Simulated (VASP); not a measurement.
HfMg3:

```
Hf Mg
1.0
     4.43519    0.00000    0.00000
     0.00000    4.43519    0.00000
     0.00000    0.00000    4.43519
Hf Mg
1 3
Direct
  0.00000 0.00000 0.00000
  0.00000 0.50000 0.50000
  0.50000 0.50000 0.00000
  0.50000 0.00000 0.50000
```

Base run:

| Item | Value |
| --- | --- |
| Program | VASP 6.6.1 |
| Functional | revPBE |
| Potentials or basis | VASP PAW PBE potentials, release 64 (Hf_pv, Mg) |
| Cutoff | 520 eV |
| k mesh | 8 × 8 × 8 |
| Occupations | gaussian, width 0.05 eV |
| Spin | no spin polarisation |
| Hubbard terms | Hf d U = 1.0 eV |

Its results: band gap on the k mesh zero (band 8 reaches 3.75 eV, above the bottom of band 9 at 2.30 eV); pressure 1.7 GPa.

Q: The run is repeated on the same cell with these changes: functional from revPBE to PBE; hubbard terms from Hf d U = 1.0 eV to Hf d U = 2.0 eV. What comes out?

A: Band gap on the k mesh zero (band 8 reaches 3.74 eV, above the bottom of band 9 at 2.24 eV); pressure 0.9 GPa.

Several settings changed at once, so the effect can't be laid on one alone.

Caveats: spin-orbit coupling is left out, which moves the levels of the heavy elements; U without spin polarisation on a metal has little footing; the U is typed as a test and isn't derived for this compound; the PAW data sets were made with another functional, which shifts forces and pressure a little (some runs).
